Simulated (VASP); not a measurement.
# C in VASP: further runs

The runs below take C through single point, with PBEsol.

Everything below comes from runs of VASP 6.6.1. Logs are shortened: lines on timing, memory, paths and dates and some standing lists are left out, and cuts for length are marked.

### Step 1. The cell of the first run

The cell holds a slab with vacuum, 18 atoms: a = 7.398 Å, b = 7.398 Å, c = 12.000 Å, α = 90.00°, β = 90.00°, γ = 120.00°.

### Step 2. Single point, PBEsol

INCAR reads:

```
SYSTEM = C
PREC = Accurate
ENCUT = 520
EDIFF = 1E-6
ISMEAR = -1
SIGMA = 0.02
LREAL = Auto
LASPH = .True.
NELM = 100
ALGO = Normal
ISIF = 2
LWAVE = .False.
LCHARG = .True.
GGA = PS
LELF = .True.
LVHAR = .True.
NBANDS = 51
```

KPOINTS reads:

```
Automatic mesh
0
Gamma
  2 2 1
  0 0 0
```

POSCAR reads:

```
C
1.0
    7.3980000000      0.0000000000      0.0000000000
   -3.6990000000      6.4068560000      0.0000000000
    0.0000000000      0.0000000000     12.0000000000
C
18
Direct
    0.0047309387      0.0026221910      0.0844083333
    0.2174260735      0.1077907791      0.0814916667
   -0.0025787934      0.3326904803      0.1013416667
    0.2227348124      0.4426039855      0.0856666667
   -0.0023333594      0.6644600721      0.0910750000
    0.2216763652      0.7757939308      0.0882833333
    0.3375690295      0.0031996973      0.0800583333
    0.5572027631      0.1073225307      0.0831500000
    0.3316023494      0.3323314899      0.0775250000
    0.5599158065      0.4480824916      0.0728500000
    0.3359985750      0.6710779827      0.0776000000
    0.5518543355      0.7754037238      0.0688666667
    0.6645050808      0.0017325190      0.0815583333
    0.8877088585      0.1155637024      0.0864750000
    0.6695867892      0.3355780121      0.0885416667
    0.8847320835      0.4433219663      0.0993000000
    0.6684675898      0.6689708650      0.0707166667
    0.8891992353      0.7714236125      0.0811000000
```

Potentials or basis: VASP PAW PBE potentials, release 64 (C).

Started as:

```
> cat potpaw_PBE.64/C/POTCAR > POTCAR
> mpirun -np 1 vasp_std > vasp.out
```

OUTCAR:

```text
SYSTEM = C
   PREC = Accurate
   ENCUT = 520
   EDIFF = 1E-6
   ISMEAR = -1
   LREAL = Auto
   LASPH = .True.
   NELM = 100
   ISIF = 2
   GGA = PS

 ion  position               nearest neighbor table
   1  0.005  0.003  0.084-   2 1.36  14 1.47  18 1.48
   2  0.217  0.108  0.081-   1 1.36   9 1.44   7 1.44
   3  0.997  0.333  0.101-  14 1.40  16 1.43   4 1.46
   4  0.223  0.443  0.086-   9 1.41   3 1.46  11 1.47
   5  0.998  0.664  0.091-  18 1.39  16 1.42   6 1.44
   6  0.222  0.776  0.088-  11 1.41   5 1.44   7 1.46
[... 10 lines left out ...]
  17  0.668  0.669  0.071-  10 1.42  18 1.42  12 1.43
  18  0.889  0.771  0.081-   5 1.39  17 1.42   1 1.48

  LATTYP: Found a hexagonal cell.
 ALAT       =     7.3980000000
 C/A-ratio  =     1.6220600162

  Lattice vectors:

 A1 = (   7.3980000000,   0.0000000000,   0.0000000000)
 A2 = (  -3.6990000000,   6.4068560000,   0.0000000000)
 A3 = (   0.0000000000,   0.0000000000,  12.0000000000)

Analysis of symmetry for initial positions (statically):
=====================================================================
 Subroutine PRICEL returns:
 Original cell was already a primitive cell.

 Routine SETGRP: Setting up the symmetry group for a
 hexagonal supercell.

 Subroutine GETGRP returns: Found  1 space group operations
 (whereof  1 operations were pure point group operations)
 out of a pool of 24 trial point group operations.

The static configuration has the point symmetry C_1 .

Analysis of symmetry for dynamics (positions and initial velocities):
=====================================================================
 Subroutine PRICEL returns:
 Original cell was already a primitive cell.

 Routine SETGRP: Setting up the symmetry group for a
 hexagonal supercell.

 Subroutine GETGRP returns: Found  1 space group operations
 (whereof  1 operations were pure point group operations)
 out of a pool of 24 trial point group operations.

The dynamic configuration has the point symmetry C_1 .

 Subroutine INISYM returns: Found  1 space group operations
 (whereof  1 operations are pure point group operations),
 and found     1 'primitive' translations

[... 105 lines left out ...]
   EDIFF  = 0.1E-05   stopping-criterion for ELM
   LREAL  =      T    real-space projection
   EDIFFG = 0.1E-04   stopping-criterion for IOM
   NSW    =      0    number of steps for IOM
   IBRION =     -1    ionic relax: 0-MD 1-quasi-New 2-CG
   NFREE  =      0    steps in history (QN), initial steepest desc. (CG)
   ISIF   =      2    stress and relaxation
   ISYM   =      2    0-nonsym 1-usesym 2-fastsym
   POTIM  = 0.5000    time-step for ionic-motion
   TEBEG  =    0.0;   TEEND  =   0.0 temperature during run
   PSTRESS=    0.0 pullay stress
   NELECT =      72.0000    total number of electrons
   NUPDOWN=      -1.0000    fix difference up-down
   EMIN   =  10.00;   EMAX   =-10.00  energy-range for DOS
   EFERMI =   0.00;   METHOD = LEGACY
   ISMEAR =    -1;   SIGMA  =   0.02  broadening in eV -4-tet -1-fermi 0-gaus
   EFERMI_NEDOS =   21; number of points for ismear=-14 and -15
   IALGO  =     38    algorithm
   IMIX   =      4    mixing-type and parameters
     AMIX     =   0.40;   BMIX     =  1.00
     AMIX_MAG =   1.60;   BMIX_MAG =  1.00
  volume/ion in A,a.u.               =      31.60       213.24
  Fermi-wavevector in a.u.,A,eV,Ry     =   0.822001  1.553356  9.193253  0.675685
  Thomas-Fermi vector in A             =   1.933259
   LORBIT       =      0    0 simple, 1 ext, 2 COOP (PROOUT), +10 PAW based schemes
   GGA     = PS    functional components
   LHFCALC =     F    Hartree Fock is set to
   AEXX    =    0.0000 exact exchange contribution
   IVDW    =     0    specifies the selected vdW correction
   LEPSILON=     F    determine dielectric tensor
   LRPA    =     F    only Hartree local field effects (RPA)
 non-spin polarized calculation
  energy-cutoff  :      520.00
  volume of cell :      568.78
 maximum number of plane-waves:     15363
 NGX is ok and might be reduce to    56
   NGX = 27   NGY = 27   NGZ = 45

 number of electron      71.9999999 magnetization

 Free energy of the ion-electron system (eV)
  ---------------------------------------------------
  ext. energy  EPLUGINS =         0.00000000
  ---------------------------------------------------
  free energy    TOTEN  =      -172.40431871 eV

  energy without entropy =     -172.40318357  energy(sigma->0) =     -172.40375114

 E-fermi :  -1.8405     XC(G=0):  -3.5759

 val. band max:       -1.9320956415   @ k =   0.0000   0.0000   0.0000
 cond. band min:      -1.7489498931   @ k =   0.0000   0.0000   0.0000
 fundamental gap:      0.1831457484
 Fermi energy:        -1.8405226325

 k-point     1 :       0.0000    0.0000    0.0000
  band No.  band energies     occupation
      1     -21.2842      2.00000
      2     -18.9209      2.00000
      3     -18.8352      2.00000
      4     -18.7844      2.00000
      5     -18.6173      2.00000
      6     -18.5741      2.00000
[... 193 lines left out ...]
     47       4.2242      0.00000
     48       4.2612      0.00000
 [bands above 48 left out]

------------------------ aborting loop because EDIFF is reached ----------------------------------------

  FORCE on cell =-STRESS in cart. coord.  units (eV):
  Direction    XX          YY          ZZ          XY          YZ          ZX
  --------------------------------------------------------------------------------------
  -------------------------------------------------------------------------------------
  Total       -0.4552483     -4.9617149     -0.7498486      0.0987341      0.2195112      0.2886330
  in kB       -1.2823848    -13.9766101     -2.1122418      0.2781232      0.6183391      0.8130478
  external PRESSURE =      -5.7904123 kB  Pullay stress =       0.0000000 kB

 VOLUME and BASIS-vectors are now :
 -----------------------------------------------------------------------------
  energy-cutoff  :      520.00
  volume of cell :      568.78
      direct lattice vectors                 reciprocal lattice vectors
     7.398000000  0.000000000  0.000000000     0.135171668  0.078041398  0.000000000
    -3.699000000  6.406856000  0.000000000     0.000000000  0.156082796  0.000000000
     0.000000000  0.000000000 12.000000000     0.000000000  0.000000000  0.083333333

 POSITION                                       TOTAL-FORCE (eV/Angst)
 -----------------------------------------------------------------------------------
      0.02530      0.01680      1.01290        -2.210364     -1.568777     -0.417511
      1.20980      0.69060      0.97790         1.941626      1.612166      0.007948
      6.14830      2.13150      1.21610         0.898816      0.055169     -1.257159
      0.01060      2.83570      1.02800        -0.451883      0.457873      0.112286
      4.92290      4.25710      1.09290         0.469732     -0.042206      0.152638
     -1.22970      4.97040      1.05940        -0.105263      2.166406     -0.757459
[... 10 lines left out ...]
      2.47080      4.28600      0.84860         0.135464     -1.284707      0.225284
      3.72480      4.94240      0.97320        -0.924674      2.465779      0.043822
 -----------------------------------------------------------------------------------
    total drift:                               -0.004002     -0.004888      0.021941

  FREE ENERGIE OF THE ION-ELECTRON SYSTEM (eV)
  ---------------------------------------------------
  free  energy   TOTEN  =      -172.4043187104 eV

  energy  without entropy=     -172.4031835656  energy(sigma->0) =     -172.40375114
```

It took 2.1 min on 1 thread of Intel Xeon 6975P-C (Granite Rapids), shared host; peak memory 0.56 GiB.

What came out:

- Free energy: -172.4043 eV
- Largest force: 2.853 eV/Å

Forces on the atoms (eV/Å):
```
C   -2.210 -1.569 -0.418
C    1.942  1.612  0.008
C    0.899  0.055 -1.257
C   -0.452  0.458  0.112
C    0.470 -0.042  0.153
C   -0.105  2.166 -0.757
C   -1.076 -2.583  0.558
C   -1.556  2.073  0.138
C    0.104  0.492  0.049
C   -0.736 -0.698  0.602
C   -0.089 -2.125  0.568
C    0.699  1.837  0.735
C    1.420 -1.544 -0.524
C    1.424 -0.896  0.650
C   -0.729 -0.706 -0.485
C    0.786  0.287 -0.400
C    0.135 -1.285  0.225
C   -0.925  2.466  0.044
```

Caveat: the k points lie up to 0.49 Å⁻¹ apart; there is no dipole correction, which matters where the two faces differ; the PAW data sets were made with another functional, which shifts forces and pressure a little.

### Step 3. Single point, PBEsol

INCAR reads:

```
  ALGO = Normal
  EDIFF = 1E-6
  ENCUT = 520
  GGA = PS
  ISIF = 2
  ISMEAR = -1
  LASPH = True
  LCHARG = False
  LREAL = Auto
  LWAVE = False
  NBANDS = 51
  NELM = 80
  PREC = Accurate
  SIGMA = 0.02
```

KPOINTS reads:

```
k-points
0
Gamma
  2 2 1
```

POSCAR reads:

```
C
1.0
    7.3980000000      0.0000000000      0.0000000000
   -3.6990000000      6.4068560000      0.0000000000
    0.0000000000      0.0000000000     12.0000000000
C
18
Direct
    0.0027812549      0.0023724585      0.0817000000
    0.2198850478      0.1117084573      0.0861583333
   -0.0032484481      0.3354063210      0.0680916667
    0.2202650931      0.4433687912      0.0830250000
   -0.0060799766      0.6594810309      0.0731166667
    0.2226590166      0.7787595039      0.0776250000
    0.3351041921     -0.0011081879      0.0871583333
    0.5635331000      0.1119269732      0.0839750000
    0.3294232036      0.3287571939      0.0887250000
    0.5604879403      0.4515787463      0.0914083333
    0.3363160729      0.6678470688      0.0884583333
    0.5538051104      0.7800081663      0.0985583333
    0.6612803706     -0.0020134681      0.0847166667
    0.8885408693      0.1132536770      0.0759583333
    0.6704496064      0.3336269771      0.0771666667
    0.8839945427      0.4452261765      0.0684750000
    0.6696778615      0.6688772153      0.0984583333
    0.8911122495      0.7709241475      0.0872250000
```

Potentials or basis: VASP PAW PBE potentials, release 64 (C).

Started as:

```
> cat potpaw_PBE.64/C/POTCAR > POTCAR
> mpirun -np 1 vasp_std > vasp.out
```

It took 2.9 min on 1 thread of Intel Xeon 6975P-C (Granite Rapids), shared host; peak memory 0.55 GiB.

Results (log left out):

| Item | Value |
| --- | --- |
| Free energy | -172.2963 eV |
| Largest force | 3.520 eV/Å |

Forces in eV/Å, atoms in the order of the input:
```
C   -0.743 -0.997  0.358
C    1.353 -0.828 -0.224
C    1.430 -0.947  0.829
C    0.334 -0.519 -0.286
C    1.016  2.660  0.449
C    0.441 -0.239  0.582
C   -0.187  0.137 -0.504
C   -3.493 -0.423 -0.100
C   -0.085  2.673  0.025
C   -0.179 -2.522 -0.305
C   -1.001 -0.075 -0.323
C    0.772 -0.715 -0.606
C    2.552  0.530  0.128
C    0.308 -0.373  0.153
C   -2.089  0.881  0.618
C    1.398 -1.146  0.107
C   -0.160 -0.200 -0.618
C   -1.668  2.104 -0.283
```

Caveat: the k points lie up to 0.49 Å⁻¹ apart; there is no dipole correction, which matters where the two faces differ; the PAW data sets were made with another functional, which shifts forces and pressure a little.
